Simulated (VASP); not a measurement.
Input of a VASP 6.6.1 run:

Contents of INCAR:

```
PREC = Accurate
ENCUT = 520
EDIFF = 1E-6
ISMEAR = -1
SIGMA = 0.05
LREAL = False
LASPH = True
NELM = 60
ALGO = Normal
ISIF = 2
LWAVE = False
LCHARG = True
GGA = PS
LELF = True
LVHAR = True
NBANDS = 16
```

The input KPOINTS:

```
Automatic mesh
0
Gamma
  9 9 9
```

File POSCAR:

```
Al2Cu
1.0
   -1.9348122178      1.9348122178      2.7229559571
    1.9348122178     -1.9348122178      2.7229559571
    1.9348122178      1.9348122178     -2.7229559571
Cu Al
1 2
Direct
    0.5000000000      0.5000000000      0.0000000000
    0.2500000000      0.7500000000      0.5000000000
    0.7500000000      0.2500000000      0.5000000000
```

Potentials or basis: VASP PAW PBE potentials, release 64 (Cu, Al).

The run is started by

```console
$ cat potpaw_PBE.64/Cu/POTCAR potpaw_PBE.64/Al/POTCAR > POTCAR
$ mpirun -np 1 vasp_std > vasp.out
```

Problem. Predict the band gap on the k mesh.

Solution. Zero (an odd number of electrons rules out a gap without spin polarisation).

Problem. What does it give for the pressure?

Solution. 20.2 GPa.

Caveat: the cell stands under pressure; the PAW data sets were made with another functional, which shifts forces and pressure a little.
